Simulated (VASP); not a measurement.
Set up this calculation in VASP 6.6.1, as the native input.

- Task: single point
- Functional: PBE
- Dispersion: D3(BJ)
- Potentials or basis: VASP PAW PBE potentials, release 64 (Ga_d, Sb)
- Cutoff: 520 eV
- k mesh: 12 × 12 × 12
- Occupations: gaussian, width 0.15 eV
- Spin: no spin polarisation
- Dipole correction: no
- Further INCAR settings: ALGO = Normal; EDIFF = 1e-06; NBANDS = 22

The structure of GaSb3 lies in POSCAR:

```
GaSb3
1.0
    0.0000000000      3.8509578990      3.2733142142
    3.8509578990      0.0000000000      3.2733142142
    3.8509578990      3.8509578990      0.0000000000
Ga Sb
1 3
Direct
    0.0000000000      0.0000000000      0.0000000000
    0.2500000000      0.2500000000      0.2500000000
    0.7500000000      0.7500000000      0.7500000000
    0.5000000000      0.5000000000      0.5000000000
```

This cell differs from its parent crystal: ratio of the length along z to the lengths across it x 0.85, volume and fractional coordinates fixed.

One way to write it, as run:

INCAR

```
SYSTEM = GaSb3
  PREC = Accurate
  ENCUT = 520
  EDIFF = 1E-6
  ISMEAR = 0
  SIGMA = 0.15
  LREAL = .False.
  LASPH = .True.
  NELM = 100
  ALGO = Normal
  ISIF = 2
  LWAVE = .False.
  LCHARG = .True.
  GGA = PE
  IVDW = 12
  LELF = .True.
  LVHAR = .True.
  NBANDS = 22
```

KPOINTS

```
Automatic mesh
0
Gamma
  12 12 12
  0 0 0
```

Potentials or basis: VASP PAW PBE potentials, release 64 (Ga_d, Sb).

Command:

```sh
$ cat potpaw_PBE.64/Ga_d/POTCAR potpaw_PBE.64/Sb/POTCAR > POTCAR
$ mpirun -np 1 vasp_std > vasp.out
```

It gave:

The pressure is 1.0 GPa, the band gap on the k mesh is zero (band 14 reaches 9.95 eV, above the bottom of band 15 at 5.99 eV) and the dispersion energy per atom is -0.480 eV.

Caveat: spin-orbit coupling is left out, which moves the levels of the heavy elements; pairwise dispersion overbinds metals, which lowers pressure and volume.

Wall time 3.5 min on 1 thread of Intel(R) Xeon(R) Platinum 8559C (Emerald Rapids) (shared host), peak memory 0.48 GiB.
